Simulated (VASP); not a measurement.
Write the native input for VASP 6.6.1 that does the following.

* Task: single point
* Functional: PBE
* Potentials or basis: VASP PAW PBE potentials, release 64 (Co)
* Cutoff: 520 eV
* k mesh: 13 × 13 × 7
* Occupations: gaussian, width 0.1 eV
* Spin: collinear spin, ferromagnetic start
* Starting moments: [2.5, 2.5] μB
* Dipole correction: no
* Further INCAR settings: ALGO = Normal; EDIFF = 1e-07; NBANDS = 20

The structure of Co lies in POSCAR:

```
Co
1.0
    2.5074000000      0.0000000000      0.0000000000
   -1.2537000000      2.1714721000      0.0000000000
    0.0000000000      0.0000000000      4.0699000000
Co
2
Direct
    0.3333333333      0.6666666667      0.2500000000
    0.6666666667      0.3333333333      0.7500000000
```

The input as run:

INCAR

```
SYSTEM = Co
ALGO = Normal
EDIFF = 1E-7
ENCUT = 520
GGA = PE
ISIF = 2
ISMEAR = 0
ISPIN = 2
LASPH = .True.
LCHARG = .True.
LELF = .True.
LMAXMIX = 4
LORBIT = 11
LREAL = .False.
LVHAR = .True.
LWAVE = .False.
MAGMOM = 2.5 2.5
NBANDS = 20
NELM = 150
PREC = Accurate
SIGMA = 0.1
```

KPOINTS

```
k-points
0
Gamma
  13 13 7
  0 0 0
```

Potentials or basis: VASP PAW PBE potentials, release 64 (Co).

Command:

```sh
$ cat potpaw_PBE.64/Co/POTCAR > POTCAR
$ mpirun -np 1 vasp_std > vasp.out
```

It gave:

* Pressure: -4.8 GPa
* Net moment: 3.23 μB per cell
* Site moments: Co +1.64 μB
* Valence electrons inside the program's atomic spheres: Co 8.23

Run time: 46 s on 1 thread of Intel(R) Xeon(R) Platinum 8488C (Sapphire Rapids), on a shared host, peak memory 0.18 GiB.
